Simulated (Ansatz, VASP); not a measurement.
## Two plane-wave programs on AgCl

```
CELL_PARAMETERS angstrom
0.00000 2.85638 2.85638
2.85638 0.00000 2.85638
2.85638 2.85638 0.00000
ATOMIC_POSITIONS crystal
Ag 0.00000 0.00000 0.00000
Cl 0.50000 0.50000 0.50000
```

Change from the starting cell: hydrostatic strain +3.0%.

Alike in both runs: task single point; functional PBE; k mesh 8 × 8 × 8; occupations fermi-dirac, width 0.02 eV; no spin polarisation.

|  | VASP | Ansatz |
| --- | --- | --- |
| version | VASP 6.6.1 | Ansatz 0.2.0 |
| potentials or method | VASP PAW PBE potentials, release 64 (Ag, Cl) | plane waves, PAW |
| plane-wave cutoff (eV) | 520 | 420 |
| valence electrons in the cell | 18 | 26 |

|  | VASP | Ansatz | Ansatz less VASP |
| --- | --- | --- | --- |
| gap on the k mesh at the Fermi level (eV) | 0.95 | 0.95 | +0.003 |
| pressure (GPa) | -2.1 | -2.0 | +0.11 |

The functional is the same, so the differences come from potentials, cutoffs and numerics. VASP's potentials hold 18 valence electrons a cell and Ansatz's 26, so a difference there can come from the potentials and not from the codes.
